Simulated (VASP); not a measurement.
A run of VASP 6.6.1:

File INCAR:

```
SYSTEM = GaGe3
PREC = Accurate
ENCUT = 520
EDIFF = 1E-6
ISMEAR = 0
SIGMA = 0.15
LREAL = .FALSE.
LASPH = .TRUE.
NELM = 100
ALGO = Normal
ISIF = 2
LWAVE = .FALSE.
LCHARG = .FALSE.
GGA = PE
NBANDS = 36
```

File KPOINTS:

```
regular mesh
0
G
  6 6 6
  0 0 0
```

The input POSCAR:

```
GaGe3
1.0
    4.2784660000      0.0000000000      0.0000000000
    0.0000000000      4.2784660000      0.0000000000
    0.0000000000      0.0000000000      4.2784660000
Ga Ge
1 3
Direct
    0.0000000000      0.0000000000      0.0000000000
    0.0000000000      0.5000000000      0.5000000000
    0.5000000000      0.0000000000      0.5000000000
    0.5000000000      0.5000000000      0.0000000000
```

Potentials or basis: VASP PAW PBE potentials, release 64 (Ga_d, Ge_d).

Command:

```bash
$ cat potpaw_PBE.64/Ga_d/POTCAR potpaw_PBE.64/Ge_d/POTCAR > POTCAR
$ mpirun -np 1 vasp_std > vasp.out
```

Hardware: 1 thread of Intel(R) Xeon(R) 6975P-C (Granite Rapids), with other jobs on the host.

Question: How long does it take, and how much memory?

Answer: It took 15 s on 1 thread of Intel(R) Xeon(R) 6975P-C (Granite Rapids), with other jobs on the host, peak memory 0.19 GiB. Counts: scf iterations 11, k points 20.
